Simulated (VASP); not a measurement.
Set up this calculation in VASP 6.6.1, as the native input.

```yaml
Task: relaxation of cell and atoms
Functional: PBEsol-based screened hybrid with 25 % exact exchange
Potentials_or_basis: VASP PAW PBE potentials, release 64 (Cl, Na_pv)
Cutoff: 600 eV
k_mesh: 4 × 4 × 4
Occupations: fermi-dirac, width 0.05 eV
Spin: no spin polarisation
Dipole_correction: no
Grid_for_exact_exchange_PRECFOCK: Normal
Share_of_exact_exchange: 0.25
Further_INCAR_settings: ALGO = Normal; EDIFF = 1e-07; IBRION = 2; EDIFFG = -0.01; NSW = 60; ISIF = 3
Screening_parameter: 0.207 1/Å
```

The system is NaCl.

```
Cl Na
1.0
     3.50219    0.00000    0.00000
     0.00000    3.50219    0.00000
     0.00000    0.00000    3.50219
Cl Na
1 1
Direct
  0.50000 0.50000 0.50000
  0.00000 0.00000 0.00000
```

The input as run:

POSCAR

```
NaCl
1.0
    3.5021900000      0.0000000000      0.0000000000
    0.0000000000      3.5021900000      0.0000000000
    0.0000000000      0.0000000000      3.5021900000
Cl Na
1 1
Direct
    0.5000000000      0.5000000000      0.5000000000
    0.0000000000      0.0000000000      0.0000000000
```

INCAR.step1

```
SYSTEM = NaCl
  ALGO = Normal
  EDIFF = 1E-5
  ENCUT = 600
  GGA = PE
  ISMEAR = -1
  LASPH = .True.
  LCHARG = .False.
  LREAL = .False.
  LWAVE = .True.
  NBANDS = 14
  NELM = 60
  PREC = Accurate
  SIGMA = 0.05
```

INCAR.step2

```
SYSTEM = NaCl
  AEXX = 0.25
  ALGO = Normal
  EDIFF = 1E-7
  EDIFFG = -0.01
  ENCUT = 600
  GGA = PS
  HFSCREEN = 0.207
  IBRION = 2
  ISIF = 3
  ISMEAR = -1
  ISTART = 1
  LASPH = .True.
  LCHARG = .False.
  LHFCALC = .True.
  LREAL = .False.
  LWAVE = .False.
  NELM = 60
  NSW = 60
  PREC = Accurate
  PRECFOCK = Normal
  SIGMA = 0.05
```

KPOINTS

```
k-points
0
Gamma
  4 4 4
  0 0 0
```

Potentials or basis: VASP PAW PBE potentials, release 64 (Cl, Na_pv).

Command:

```console
$ cat potpaw_PBE.64/Cl/POTCAR potpaw_PBE.64/Na_pv/POTCAR > POTCAR
$ cp INCAR.step1 INCAR
$ mpirun -np 1 vasp_std > vasp.out
$ cp INCAR.step2 INCAR
$ mpirun -np 1 vasp_std > vasp.out
```

Results of the run:

```yaml
Relaxed_volume: 20.42 Å³/atom
Relaxed_cell: a = 3.444 Å, b = 3.444 Å, c = 3.444 Å, α = 90.00°, β = 90.00°, γ = 90.00°
Space_group_after_relaxing_to_0.1_Å: Pm-3m (No. 221)
Energy_gained_by_relaxing: 4.7 meV/atom
Ionic_steps: 4
Pressure_after_relaxing: 0.0 GPa
Band_gap_on_the_k_mesh: 5.34 eV (least direct gap 5.93 eV)
```

Caveat: the k points lie up to 0.46 Å⁻¹ apart in the final cell; the PAW data sets were made with another functional, which shifts forces and pressure a little.

Run time: 33 min on 1 thread of AMD EPYC 7R13 (shared host), peak memory 0.23 GiB.
